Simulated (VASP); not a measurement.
# WC: single point with b88 exchange, pbe correlation

The system is WC.

```
CELL_PARAMETERS angstrom
2.90650 0.00000 0.00000
-1.45325 2.51710 0.00000
0.00000 0.00000 2.83660
ATOMIC_POSITIONS crystal
W 0.00000 0.00000 0.00000
C 0.66667 0.33333 0.50000
```

```json
{
 "Program": "VASP 6.6.1",
 "Task": "single point",
 "Functional": "b88 exchange, pbe correlation",
 "Potentials or basis": "VASP PAW PBE potentials, release 64 (W_sv, C)",
 "Cutoff": "600 eV",
 "k mesh": "10 × 10 × 9",
 "Occupations": "fermi-dirac, width 0.05 eV",
 "Spin": "no spin polarisation"
}
```

```json
{
 "Pressure": "6.8 GPa",
 "Band gap on the k mesh": "zero (bands 9 and 10 overlap by 1.20 eV)"
}
```

Stress tensor (GPa, compression positive):
```
7.06 0.00 0.00
0.00 7.06 0.00
0.00 0.00 6.34
```

Levels at points of the mesh, in eV from the Fermi level:
| k point | band 6 | band 7 | band 8 | band 9 | band 10 | band 11 | band 12 | band 13 |
| --- | --- | --- | --- | --- | --- | --- | --- | --- |
| (0.00, 0.00, 0.00) | -4.30 | -3.32 | -3.32 | 0.10 | 3.22 | 3.22 | 5.62 | 5.62 |
| (0.50, 0.00, 0.00) | -7.01 | -3.61 | -3.55 | -0.46 | 2.34 | 4.52 | 4.88 | 6.86 |

It took 27 s on 1 thread of AMD EPYC 9R14 (Zen 4), with other jobs on the host, peak memory 0.13 GiB.

Caveat: the cell stands under pressure; the PAW data sets were made with another functional, which shifts forces and pressure a little; spin-orbit coupling is left out, which moves the levels of the heavy elements.
